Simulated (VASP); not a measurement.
Input of a VASP 6.6.1 run:

File INCAR:

```
PREC = Accurate
ENCUT = 520
EDIFF = 1E-6
ISMEAR = 0
SIGMA = 0.05
LREAL = F
LASPH = T
NELM = 80
ALGO = Normal
ISIF = 2
LWAVE = F
LCHARG = T
GGA = PE
LELF = T
LVHAR = T
NBANDS = 18
```

The input KPOINTS:

```
regular mesh
0
Gamma
  9 9 6
```

Contents of POSCAR:

```
LiF
1.0
    2.9359345560      0.0000000000      0.0000000000
   -1.4679672780      2.5425939094      0.0000000000
    0.0000000000      0.0000000000      4.8900925965
Li F
2 2
Direct
    0.3333333333      0.6666666667      0.3810713234
    0.6666666667      0.3333333333      0.8810713234
    0.3333333333      0.6666666667      0.9939266766
    0.6666666667      0.3333333333      0.4939266766
```

Potentials or basis: VASP PAW PBE potentials, release 64 (Li_sv, F).

Command:

```bash
$ cat potpaw_PBE.64/Li_sv/POTCAR potpaw_PBE.64/F/POTCAR > POTCAR
$ mpirun -np 1 vasp_std > vasp.out
```

(1) Estimate the band gap on the k mesh.

(2) Estimate the largest force.

## Answers

(1) 8.35 eV, direct.

(2) 0.286 eV/Å.
